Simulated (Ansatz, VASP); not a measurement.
Ca in VASP and in Ansatz

```xyz
4
Lattice="3.9055 0.0000 0.0000 -1.9528 3.3823 0.0000 0.0000 0.0000 12.8101" Properties=species:S:1:pos:R:3 pbc="T T T"
Ca    0.0000    0.0000    0.0000
Ca    0.0000    0.0000    6.4050
Ca    0.0000    2.2549    3.2025
Ca    1.9528    1.1274    9.6076
```

Alike in both runs: functional PBE; k mesh 9 × 9 × 3; occupations fermi-dirac, width 0.1 eV; no spin polarisation.

Ansatz relaxed the structure, and its values are those at the end. VASP's run is a single point on that final structure, the one shown.

```csv
,VASP,Ansatz
version,VASP 6.6.1,Ansatz 0.2.0
potentials or method,"VASP PAW PBE potentials, release 64 (Ca_sv), cutoff 520 eV","plane waves (420 eV) with PAW, scalar-relativistic"
valence electrons in the cell,40,40
```

```csv
,VASP,Ansatz,Ansatz less VASP
pressure (GPa),0.0,0.0,-0.01
```

With one functional, cell and mesh, what is left measures potentials, basis and numerics.
